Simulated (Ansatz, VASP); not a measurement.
# Al2Cu in VASP and in Ansatz

Contents of INCAR:

```
PREC     = Accurate       # precision mode
ENCUT    = 520            # plane-wave cutoff, eV
EDIFF    = 1E-6           # SCF threshold, eV
ISMEAR   = 0              # smearing method
SIGMA    = 0.15           # smearing width, eV
LREAL    = False          # projectors in reciprocal space
LASPH    = True           # aspherical terms in the spheres
NELM     = 60             # most SCF steps
ALGO     = Fast           # electronic algorithm
ISIF     = 2              # what is computed and relaxed
LWAVE    = False          # write WAVECAR
LCHARG   = True           # write CHGCAR
GGA      = PS             # functional
LELF     = True           # ELF
LVHAR    = True         
NBANDS   = 16             # bands
```

Contents of KPOINTS:

```
Automatic mesh
0
Gamma
  16 16 16
```

The input POSCAR:

```
Al2Cu
1.0
   -1.9638926004      1.9638926004      2.9059588708
    1.9638926004     -1.9638926004      2.9059588708
    1.9638926004      1.9638926004     -2.9059588708
Al Cu
2 1
Direct
    0.7500000000      0.2500000000      0.5000000000
    0.2500000000      0.7500000000      0.5000000000
    0.5000000000      0.5000000000      0.0000000000
```

Input for Ansatz:

```yaml
crystal:
  lattice:
    - [-1.9638926004, 1.9638926004, 2.9059588708]
    - [1.9638926004, -1.9638926004, 2.9059588708]
    - [1.9638926004, 1.9638926004, -2.9059588708]
  atoms:
    - { symbol: Al, position: [0.75, 0.25, 0.5] }
    - { symbol: Al, position: [0.25, 0.75, 0.5] }
    - { symbol: Cu, position: [0.5, 0.5, 0.0] }
basis:
  ecutwfc: 420
kpoints:
  mp_grid: { grid: [16, 16, 16] }
hamiltonian:
  xc: pbesol
scf:
  occupations: { method: gaussian, width: 0.15 }
output:
  forces: true
  stress: true
  eigenvalues: true
```

Change from the starting cell: strain -0.030 along x and y, +0.015 along z, atoms carried along.

Alike in both runs: task single point; functional PBEsol; k mesh 16 × 16 × 16; occupations gaussian, width 0.15 eV; no spin polarisation.

|  | VASP | Ansatz |
| --- | --- | --- |
| version | VASP 6.6.1 | Ansatz 0.2.0 |
| potentials or method | VASP PAW PBE potentials, release 64 (Al, Cu), cutoff 520 eV | scalar-relativistic, plane waves, PAW |
| valence electrons in the cell | 17 | 25 |

VASP gave:

| Item | Value |
| --- | --- |
| gap on the k mesh at the Fermi level (eV) | none |
| pressure (GPa) | 5.9 |
| traceless stress, the component that is largest in VASP (GPa) | -3.22 |

Task: Estimate Ansatz's values.

Result: gap on the k mesh at the Fermi level (eV): none; pressure (GPa): 5.4; traceless stress, the component that is largest in VASP (GPa): -3.23.

VASP's potentials were made for PBE, not for PBEsol. A gap of «none» marks a metal or a gap that the smearing closes. VASP's potentials hold 17 valence electrons a cell and Ansatz's 25, so a difference there can come from the potentials and not from the codes.
